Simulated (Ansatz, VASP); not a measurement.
**One calculation of W, two programs**

```xyz
1
Lattice="0.0000 2.0300 2.0300 2.0300 0.0000 2.0300 2.0300 2.0300 0.0000" Properties=species:S:1:pos:R:3 pbc="T T T"
W     0.0000    0.0000    0.0000
```

Alike in both runs: task relaxation of cell and atoms; functional BLYP; dispersion D4; k mesh 11 × 11 × 11; occupations fermi-dirac, width 0.05 eV; no spin polarisation.

|  | VASP | Ansatz |
| --- | --- | --- |
| version | VASP 6.6.1 | Ansatz 0.2.0 |
| potentials or method | VASP PAW PBE potentials, release 64 (W_sv) | Ansatz PAW |
| plane-wave cutoff (eV) | 600 | 420 |
| valence electrons in the cell | 14 | 14 |

```tsv
	VASP	Ansatz	Ansatz less VASP
gap on the k mesh at the Fermi level, each at its own relaxed structure (eV)	none	none	-
relaxed volume (Å³/atom)	16.39	16.29	-0.096
relaxed cell length with the largest relative difference (Å)	2.851	2.845	-0.0056
```

VASP's potentials were made for PBE, not for BLYP. A gap of «none» marks a metal or a gap that the smearing closes.

Spin-orbit coupling is off throughout. Noted on Ansatz's run: the plane-wave basis is chosen anew once the cell has moved, so the energies of steps on either side of that aren't comparable.
